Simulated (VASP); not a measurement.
Input of a VASP 6.6.1 run:

The input INCAR:

```
PREC     = Accurate       # precision mode
ENCUT    = 600            # plane-wave cutoff, eV
EDIFF    = 1E-6           # SCF threshold, eV
ISMEAR   = 0              # smearing method
SIGMA    = 0.1            # smearing width, eV
LREAL    = F              # projectors in reciprocal space
LASPH    = T              # aspherical terms in the spheres
NELM     = 120            # most SCF steps
ALGO     = Normal         # electronic algorithm
ISIF     = 2              # what is computed and relaxed
LWAVE    = F              # write WAVECAR
LCHARG   = F              # write CHGCAR
GGA      = PE             # functional
NBANDS   = 34             # bands
GGA_COMPAT= F
```

The input KPOINTS:

```
regular mesh
0
Gamma
  12 12 12
```

Contents of POSCAR:

```
CuO
1.0
    0.0000000000      2.1224191145     -2.1224191145
    4.2448382290      0.0000000000      0.0000000000
   -2.1224191145     -4.2448382290     -2.1224191145
Cu O
3 3
Direct
    1.0000000000      0.0000000000      1.0000000000
    0.3333333333      0.3333333333      0.6666666667
    0.6666666667      0.6666666667      0.3333333333
    0.0000000000      0.5000000000      0.0000000000
    0.3333333333      0.8333333333      0.6666666667
    0.6666666667      0.1666666667      0.3333333333
```

Potentials or basis: VASP PAW PBE potentials, release 64 (Cu, O).

Launch:

```bash
$ cat potpaw_PBE.64/Cu/POTCAR potpaw_PBE.64/O/POTCAR > POTCAR
$ mpirun -np 1 vasp_std > vasp.out
```

Problem. Predict the pressure.

Solution. -0.1 GPa.

Caveat: an odd number of electrons without spin polarisation forces a metal; a magnetic or distorted state may lie lower.
